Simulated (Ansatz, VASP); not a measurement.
# MnO2 in VASP and in Ansatz

Contents of INCAR:

```
ALGO = Normal
EDIFF = 1E-6
EDIFFG = -0.05
ENCUT = 600
GGA = PE
IBRION = 2
ISIF = 3
ISMEAR = 0
ISPIN = 2
LASPH = T
LCHARG = F
LDAU = T
LDAUJ = 0 0
LDAUL = 2 -1
LDAUPRINT = 1
LDAUTYPE = 2
LDAUU = 3.9 0
LMAXMIX = 4
LORBIT = 11
LREAL = F
LWAVE = F
MAGMOM = 2.91 2.91 0 0 0 0
NELM = 150
NSW = 100
PREC = Accurate
SIGMA = 0.1
```

Contents of KPOINTS:

```
k-points
0
Gamma
  4 4 8
```

File POSCAR:

```
MnO2
1.0
    4.3960000000      0.0000000000      0.0000000000
    0.0000000000      4.3960000000      0.0000000000
    0.0000000000      0.0000000000      2.8710000000
Mn O
2 4
Direct
    0.0000000000      0.0000000000      0.0000000000
    0.5000000000      0.5000000000      0.5000000000
    0.3020000000      0.3020000000      0.0000000000
    0.1980000000      0.8020000000      0.5000000000
    0.6980000000      0.6980000000      0.0000000000
    0.8020000000      0.1980000000      0.5000000000
```

Input for Ansatz:

```yaml
crystal:
  lattice:
    - [4.396, 0.0, 0.0]
    - [0.0, 4.396, 0.0]
    - [0.0, 0.0, 2.871]
  atoms:
    - { symbol: Mn, position: [0.0, 0.0, 0.0], spin: 2.91 }
    - { symbol: Mn, position: [0.5, 0.5, 0.5], spin: 2.91 }
    - { symbol: O, position: [0.302, 0.302, 0.0] }
    - { symbol: O, position: [0.198, 0.802, 0.5] }
    - { symbol: O, position: [0.698, 0.698, 0.0] }
    - { symbol: O, position: [0.802, 0.198, 0.5] }
basis:
  ecutwfc: 420
kpoints:
  mp_grid: { grid: [4, 4, 8] }
hamiltonian:
  xc: pbe
  hubbard: { sites: [{ species: Mn, l: d, u_eff: 3.9 }] }
scf:
  occupations: { method: gaussian, width: 0.1 }
output:
  forces: true
  stress: true
  eigenvalues: true
  populations: true
magnetization:
  spin_polarized: true
relax:
  adjacent_minimum: "off"
  f_tol: 0.05
  max_steps: 80
  cell: { stress_tol: 0.5 }
```

Alike in both runs: task relaxation of cell and atoms; functional PBE; k mesh 4 × 4 × 8; occupations gaussian, width 0.1 eV; collinear spin; Hubbard terms Mn d U = 3.9 eV.

```csv
,VASP,Ansatz
version,VASP 6.6.1,Ansatz 0.2.0
potentials or method,"VASP PAW PBE potentials, release 64 (Mn_pv, O), cutoff 600 eV","scalar-relativistic, plane waves, PAW"
valence electrons in the cell,50,54
```

|  | VASP | Ansatz | Ansatz less VASP |
| --- | --- | --- | --- |
| gap on the k mesh at the Fermi level, each at its own relaxed structure (eV) | none | none | - |
| net moment per atom (μB) | 1.01 | 1.01 | -0.003 |
| size of the moment on the site where the two differ most (μB) | 3.13 | 2.78 | -0.348 |
| relaxed volume (Å³/atom) | 9.77 | 9.75 | -0.025 |
| relaxed cell length with the largest relative difference (Å) | 2.933 | 2.943 | +0.0095 |

Site moments also hang on the region over which each program counts them. The programs project onto different local orbitals, so the same U acts differently, and such runs can settle in different states. A gap of «none» marks a metal or a gap that the smearing closes. VASP's potentials hold 50 valence electrons a cell and Ansatz's 54, so a difference there can come from the potentials and not from the codes. Ansatz's warnings: filled band counts differ across k points.
